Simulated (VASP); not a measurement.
Wanted: the native input for a VASP 6.6.1 run.

```
Task                   : single point
Functional             : LDA
Potentials or basis    : VASP PAW LDA potentials, release 64 (Cu, O)
Cutoff                 : 520 eV
k mesh                 : 8 × 8 × 7
Occupations            : gaussian, width 0.05 eV
Spin                   : collinear spin, ferromagnetic start
Starting moments       : [0.44, 0.67] μB
Hubbard terms          : Cu d U = 6.0 eV
Dipole correction      : no
Further INCAR settings : ALGO = Normal; EDIFF = 1e-06; NBANDS = 20
```

The structure of CuO lies in POSCAR:

```
CuO
1.0
    2.8363251100      0.0000000000      0.0000000000
   -1.4181625500      2.4563296000      0.0000000000
    0.0000000000      0.0000000000      2.7681127800
Cu O
1 1
Direct
    0.0000000000      0.0000000000      0.0000000000
    0.6666666667      0.3333333333      0.5000000000
```

The input as run:

INCAR

```
SYSTEM = CuO
ALGO = Normal
EDIFF = 1E-6
ENCUT = 520
GGA = CA
ISIF = 2
ISMEAR = 0
ISPIN = 2
LASPH = .True.
LCHARG = .False.
LDAU = .True.
LDAUJ = 0 0
LDAUL = 2 -1
LDAUPRINT = 1
LDAUTYPE = 2
LDAUU = 6 0
LMAXMIX = 4
LORBIT = 11
LREAL = .False.
LWAVE = .False.
MAGMOM = 0.44 0.67
NBANDS = 20
NELM = 150
PREC = Accurate
SIGMA = 0.05
```

KPOINTS

```
k-points
0
Gamma
  8 8 7
  0 0 0
```

Potentials or basis: VASP PAW LDA potentials, release 64 (Cu, O).

Launch:

```sh
$ cat potpaw_LDA.64/Cu/POTCAR potpaw_LDA.64/O/POTCAR > POTCAR
$ mpirun -np 1 vasp_std > vasp.out
```

It gave:

```json
{
 "Pressure": "-18.1 GPa",
 "Band gap on the k mesh": "zero (filled and empty bands overlap)",
 "Net moment": "1.00 μB per cell",
 "Site moments": "Cu +0.44; O +0.50 μB",
 "Valence electrons inside the program's atomic spheres": "Cu 9.92; O 4.84"
}
```

Caveat: a cell with one magnetic atom can't hold antiferromagnetic order, which such compounds often take.

Wall time 19 s on 1 thread of Intel(R) Xeon(R) Platinum 8375C CPU @ 2.90GHz (Ice Lake), with other jobs on the host, peak memory 0.14 GiB.
